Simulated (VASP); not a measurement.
Input of a VASP 6.6.1 run:

The input INCAR:

```
PREC = Accurate
ENCUT = 520
EDIFF = 1E-6
ISMEAR = -1
SIGMA = 0.05
LREAL = F
LASPH = T
NELM = 80
ALGO = Normal
ISIF = 2
LWAVE = F
LCHARG = F
GGA = PE
NBANDS = 13
```

Contents of KPOINTS:

```
regular mesh
0
Gamma
  23 23 23
```

The input POSCAR:

```
Mo
1.0
   -1.5804816334      1.5804816334      1.5804816334
    1.5804816334     -1.5804816334      1.5804816334
    1.5804816334      1.5804816334     -1.5804816334
Mo
1
Direct
    0.0000000000      0.0000000000      0.0000000000
```

Potentials or basis: VASP PAW PBE potentials, release 64 (Mo_sv).

Launch:

```console
$ cat potpaw_PBE.64/Mo_sv/POTCAR > POTCAR
$ mpirun -np 1 vasp_std > vasp.out
```

(1) Predict the band gap on the k mesh.

(2) Estimate the pressure.

Answers

(1) zero (bands 7 and 8 overlap by 5.14 eV).

(2) 0.5 GPa.
